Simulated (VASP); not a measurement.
Input of a VASP 6.6.1 run:

INCAR

```
SYSTEM = Ti
PREC = Accurate ; ENCUT = 500
EDIFF = 1E-6 ; ISMEAR = 0
SIGMA = 0.1 ; LREAL = .False.
LASPH = .True. ; NELM = 120
ALGO = Normal ; ISIF = 2
LWAVE = .False. ; LCHARG = .False.
GGA = PE ; NBANDS = 12
GGA_COMPAT = .False.
```

The input KPOINTS:

```
Automatic mesh
0
Gamma
  18 18 18
  0 0 0
```

POSCAR

```
Ti
1.0
   -1.6138742700      1.6138742700      1.6138742700
    1.6138742700     -1.6138742700      1.6138742700
    1.6138742700      1.6138742700     -1.6138742700
Ti
1
Direct
    0.0000000000      0.0000000000      0.0000000000
```

Potentials or basis: VASP PAW PBE potentials, release 64 (Ti_sv).

Run with:

```console
$ cat potpaw_PBE.64/Ti_sv/POTCAR > POTCAR
$ mpirun -np 1 vasp_std > vasp.out
```

Q: What does it give for the pressure?

A: 2.5 GPa.

Q: What does it give for the band gap on the k mesh?

A: Zero (bands 6 and 7 overlap by 1.61 eV).

Caveat: the cell differs from its parent crystal (strained).
